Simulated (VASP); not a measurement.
# LiTiH3 (I4/mcm) in VASP: single point with PBE

Aim: the single point of LiTiH3 with PBE.

All numbers are computed with VASP 6.6.1; they aren't measurements. Logs are shortened: lines on timing, memory, paths and dates and some standing lists are left out, and cuts for length are marked.

## Step 1: The cell of the first run

Symmetry: I4/mcm, No. 140, tetragonal system. Conventional cell: a = 4.923 Å, b = 4.923 Å, c = 7.256 Å, α = 90.00°, β = 90.00°, γ = 90.00°. Within 2.8 Å of Li (site symmetry -42m) lie 8 H at 2.14 to 2.46 Å. Within 2.4 Å of Ti (site symmetry 4/m) lie 6 H at 1.81 to 1.84 Å. H (site symmetry m2m) has 2 Ti at 1.84 Å and 2 Li at 2.14 Å and 1 H at 2.28 Å within 2.4 Å. H (site symmetry 422) has 2 Ti at 1.81 Å within 2.4 Å.

## Step 2: Single point, PBE

File INCAR:

```
SYSTEM = LiTiH3
PREC = Accurate ; ENCUT = 520
EDIFF = 1E-6 ; ISMEAR = 0
SIGMA = 0.1 ; LREAL = .False.
LASPH = .True. ; NELM = 100
ALGO = Normal ; ISIF = 2
LWAVE = .False. ; LCHARG = .True.
GGA = PE ; LELF = .True.
LVHAR = .True. ; NBANDS = 29
```

File KPOINTS:

```
Automatic mesh
0
Gamma
  12 12 12
  0 0 0
```

File POSCAR:

```
LiTiH3
1.0
   -2.4614496722      2.4614496722      3.6279182851
    2.4614496722     -2.4614496722      3.6279182851
    2.4614496722      2.4614496722     -3.6279182851
Li Ti H
2 2 6
Direct
    0.7500000000      0.2500000000      0.5000000000
    0.2500000000      0.7500000000      0.5000000000
    0.5000000000      0.5000000000      0.0000000000
    0.0000000000      0.0000000000      0.0000000000
    0.3361338917      0.8361338917      0.1722677834
    0.8361338917      0.6638661083      0.5000000000
    0.7500000000      0.7500000000      0.0000000000
    0.6638661083      0.1638661083      0.8277322166
    0.1638661083      0.3361338917      0.5000000000
    0.2500000000      0.2500000000      0.0000000000
```

Potentials or basis: VASP PAW PBE potentials, release 64 (Li_sv, Ti_sv, H).

The run is started by

```bash
$ cat potpaw_PBE.64/Li_sv/POTCAR potpaw_PBE.64/Ti_sv/POTCAR potpaw_PBE.64/H/POTCAR > POTCAR
$ mpirun -np 1 vasp_std > vasp.out
```

OUTCAR:

```text
SYSTEM = LiTiH3
   PREC = Accurate
   ENCUT = 520
   EDIFF = 1E-6
   ISMEAR = 0
   LREAL = .False.
   LASPH = .True.
   NELM = 100
   ISIF = 2
   GGA = PE

 ion  position               nearest neighbor table
   1  0.750  0.250  0.500-
   2  0.250  0.750  0.500-
   3  0.500  0.500  0.000-   7 1.81  10 1.81   5 1.84   8 1.84   6 1.84   9 1.84
   4  0.000  0.000  0.000-   7 1.81  10 1.81   8 1.84   9 1.84   5 1.84   6 1.84
   5  0.336  0.836  0.172-   3 1.84   4 1.84
   6  0.836  0.664  0.500-   4 1.84   3 1.84
   7  0.750  0.750  0.000-   3 1.81   4 1.81
   8  0.664  0.164  0.828-   3 1.84   4 1.84
   9  0.164  0.336  0.500-   3 1.84   4 1.84
  10  0.250  0.250  0.000-   3 1.81   4 1.81

  LATTYP: Found a body centered tetragonal cell.
 ALAT       =     4.9228993444
 C/A-ratio  =     1.4738949677

  Lattice vectors:

 A1 = (  -2.4614496722,   2.4614496722,   3.6279182851)
 A2 = (   2.4614496722,  -2.4614496722,   3.6279182851)
 A3 = (   2.4614496722,   2.4614496722,  -3.6279182851)

Analysis of symmetry for initial positions (statically):
=====================================================================
 Subroutine PRICEL returns:
 Original cell was already a primitive cell.

 Routine SETGRP: Setting up the symmetry group for a
 body centered tetragonal supercell.

 Subroutine GETGRP returns: Found 16 space group operations
 (whereof  8 operations were pure point group operations)
 out of a pool of 16 trial point group operations.

The static configuration has the point symmetry C_4h.
 The point group associated with its full space group is D_4h.

Analysis of symmetry for dynamics (positions and initial velocities):
=====================================================================
 Subroutine PRICEL returns:
 Original cell was already a primitive cell.

 Routine SETGRP: Setting up the symmetry group for a
 body centered tetragonal supercell.

 Subroutine GETGRP returns: Found 16 space group operations
 (whereof  8 operations were pure point group operations)
 out of a pool of 16 trial point group operations.

The dynamic configuration has the point symmetry C_4h.
 The point group associated with its full space group is D_4h.

 Subroutine INISYM returns: Found 16 space group operations
[... 118 lines left out ...]
   NFREE  =      0    steps in history (QN), initial steepest desc. (CG)
   ISIF   =      2    stress and relaxation
   ISYM   =      2    0-nonsym 1-usesym 2-fastsym
   POTIM  = 0.5000    time-step for ionic-motion
   TEBEG  =    0.0;   TEEND  =   0.0 temperature during run
   PSTRESS=    0.0 pullay stress
   NELECT =      36.0000    total number of electrons
   NUPDOWN=      -1.0000    fix difference up-down
   EMIN   =  10.00;   EMAX   =-10.00  energy-range for DOS
   EFERMI =   0.00;   METHOD = LEGACY
   ISMEAR =     0;   SIGMA  =   0.10  broadening in eV -4-tet -1-fermi 0-gaus
   EFERMI_NEDOS =   21; number of points for ismear=-14 and -15
   IALGO  =     38    algorithm
   IMIX   =      4    mixing-type and parameters
     AMIX     =   0.40;   BMIX     =  1.00
     AMIX_MAG =   1.60;   BMIX_MAG =  1.00
  volume/ion in A,a.u.               =       8.79        59.33
  Fermi-wavevector in a.u.,A,eV,Ry     =   1.215652  2.297249 20.106816  1.477809
  Thomas-Fermi vector in A             =   2.351032
   LORBIT       =      0    0 simple, 1 ext, 2 COOP (PROOUT), +10 PAW based schemes
   GGA     = PE    functional components
   LHFCALC =     F    Hartree Fock is set to
   AEXX    =    0.0000 exact exchange contribution
   IVDW    =     0    specifies the selected vdW correction
   LEPSILON=     F    determine dielectric tensor
   LRPA    =     F    only Hartree local field effects (RPA)
 non-spin polarized calculation
 Gauss-broadening in eV      SIGMA  =   0.10
  energy-cutoff  :      520.00
  volume of cell :       87.92
 maximum number of plane-waves:      2387
 NGX is ok and might be reduce to    40
   NGX = 19   NGY = 19   NGZ = 19

 number of electron      35.9999999 magnetization

 Free energy of the ion-electron system (eV)
  ---------------------------------------------------
  ext. energy  EPLUGINS =         0.00000000
  ---------------------------------------------------
  free energy    TOTEN  =       -41.52445014 eV

  energy without entropy =      -41.50127881  energy(sigma->0) =      -41.51286447

 E-fermi :   4.0859     XC(G=0):  -9.6214

 val. band max:        4.0825549848   @ k =  -0.1667   0.4167   0.0833
 cond. band min:       4.0900701206   @ k =   0.5000   0.5000   0.3333
 fundamental gap:      0.0075151358
 Fermi energy:         4.0858735446

 k-point     1 :       0.0000    0.0000    0.0000
  band No.  band energies     occupation
      1     -53.1959      2.00000
      2     -53.1820      2.00000
      3     -42.2090      2.00000
      4     -42.2053      2.00000
      5     -29.5019      2.00000
      6     -29.5019      2.00000
[... 757 lines left out ...]
     28       9.6371      0.00000
     29       9.9613      0.00000

 [... further k-points ...]

------------------------ aborting loop because EDIFF is reached ----------------------------------------

  FORCE on cell =-STRESS in cart. coord.  units (eV):
  Direction    XX          YY          ZZ          XY          YZ          ZX
  --------------------------------------------------------------------------------------
  -------------------------------------------------------------------------------------
  Total       -0.0732304     -0.0732304     -0.0507559      0.0000000      0.0000000      0.0000000
  in kB       -1.3344502     -1.3344502     -0.9249061      0.0000000      0.0000000      0.0000000
  external PRESSURE =      -1.1979355 kB  Pullay stress =       0.0000000 kB

 VOLUME and BASIS-vectors are now :
 -----------------------------------------------------------------------------
  energy-cutoff  :      520.00
  volume of cell :       87.92
      direct lattice vectors                 reciprocal lattice vectors
    -2.461449672  2.461449672  3.627918285     0.000000000  0.203132327  0.137820083
     2.461449672 -2.461449672  3.627918285     0.203132327  0.000000000  0.137820083
     2.461449672  2.461449672 -3.627918285     0.203132327  0.203132327  0.000000000

 POSITION                                       TOTAL-FORCE (eV/Angst)
 -----------------------------------------------------------------------------------
      0.00000      2.46145      1.81396         0.000000      0.000000     -0.000000
      2.46145      0.00000      1.81396         0.000000      0.000000     -0.000000
      0.00000      0.00000      3.62792         0.000000      0.000000     -0.000000
      0.00000      0.00000      0.00000         0.000000      0.000000     -0.000000
      1.65475     -0.80670      3.62792         0.001509      0.001509      0.000000
      0.80670      1.65475      3.62792        -0.001509      0.001509     -0.000000
      0.00000      0.00000      5.44188         0.000000      0.000000     -0.000000
      0.80670      3.26815      0.00000        -0.001509     -0.001509     -0.000000
      1.65475      0.80670      0.00000         0.001509     -0.001509      0.000000
      0.00000      0.00000      1.81396         0.000000      0.000000     -0.000000
 -----------------------------------------------------------------------------------
    total drift:                               -0.000000     -0.000000      0.000000

  FREE ENERGIE OF THE ION-ELECTRON SYSTEM (eV)
  ---------------------------------------------------
  free  energy   TOTEN  =       -41.5244501355 eV

  energy  without entropy=      -41.5012788129  energy(sigma->0) =      -41.51286447
```

OSZICAR:

```text
N       E                     dE             d eps       ncg     rms          rms(c)
DAV:   1     0.357874735692E+03    0.35787E+03   -0.17036E+04  9462   0.135E+03
DAV:   2    -0.505311216271E+01   -0.36293E+03   -0.35204E+03  9517   0.413E+02
DAV:   3    -0.435351629726E+02   -0.38482E+02   -0.38026E+02 15309   0.117E+02
DAV:   4    -0.477620818740E+02   -0.42269E+01   -0.41838E+01 14652   0.339E+01
DAV:   5    -0.480673127772E+02   -0.30523E+00   -0.30514E+00 13794   0.754E+00    0.184E+01
DAV:   6    -0.417808487035E+02    0.62865E+01   -0.23292E+01 12104   0.380E+01    0.430E+00
DAV:   7    -0.416031631372E+02    0.17769E+00   -0.23318E+00 11645   0.102E+01    0.290E+00
DAV:   8    -0.415174196544E+02    0.85743E-01   -0.36829E-01 12887   0.292E+00    0.742E-01
DAV:   9    -0.415233089753E+02   -0.58893E-02   -0.52097E-02 13798   0.158E+00    0.374E-01
DAV:  10    -0.415243161766E+02   -0.10072E-02   -0.36443E-03 12773   0.450E-01    0.978E-02
DAV:  11    -0.415244566293E+02   -0.14045E-03   -0.47292E-04 13225   0.123E-01    0.255E-02
DAV:  12    -0.415244530383E+02    0.35910E-05   -0.18229E-05 14676   0.313E-02    0.902E-03
DAV:  13    -0.415244506470E+02    0.23913E-05   -0.32328E-06 10152   0.180E-02    0.318E-03
DAV:  14    -0.415244501355E+02    0.51154E-06   -0.55333E-07  7128   0.746E-03
   1 F= -.41524450E+02 E0= -.41512864E+02  d E =-.231713E-01
```

stdout:

```text
POSCAR found type information on POSCAR LiTiH
 POSCAR found :  3 types and      10 ions
 scaLAPACK will be used
 LDA part: xc-table for (Slater+PW92), standard interpolation
 POSCAR, INCAR and KPOINTS ok, starting setup
 FFT: planning ... GRIDC
 FFT: planning ... GRID_SOFT
 FFT: planning ... GRID
 WAVECAR not read
 entering main loop
```

Wall time 7.8 min (1 thread of Intel Xeon Platinum 8488C (Sapphire Rapids), shared host); peak memory 0.49 GiB.

Results:

- Free energy: -41.5245 eV
- Band gap on the k mesh: zero (band 18 reaches 4.58 eV, above the bottom of band 19 at 2.97 eV)

Forces on the atoms (eV/Å):
```
Li   0.000  0.000  0.000
Li   0.000  0.000  0.000
Ti   0.000  0.000  0.000
Ti   0.000  0.000  0.000
H    0.002  0.002  0.000
H   -0.002  0.002  0.000
H    0.000  0.000  0.000
H   -0.002 -0.002  0.000
H    0.002 -0.002  0.000
H    0.000  0.000  0.000
```

Levels at points of the mesh, in eV from the Fermi level:
```tsv
k point	band 14	band 15	band 16	band 17	band 18	band 19	band 20	band 21	band 22	band 23
(0.00, 0.00, 0.00)	-3.07	-2.66	-2.66	-1.30	-1.30	-1.11	1.14	1.32	1.32	1.36
(0.50, 0.00, 0.00)	-4.61	-3.85	-3.85	-0.08	-0.08	0.06	0.06	0.41	0.41	3.03
(0.50, 0.50, 0.00)	-4.80	-4.33	-4.16	-1.52	0.22	0.26	0.35	0.81	1.38	1.41
(0.50, 0.50, 0.50)	-4.93	-3.56	-3.56	-0.98	0.50	0.50	0.64	0.64	1.18	1.44
```

Caveat: the cutoff is under 1.25 times the usual one of these potentials, so pressure, stress and relaxed cells hold a basis-set (Pulay) error.
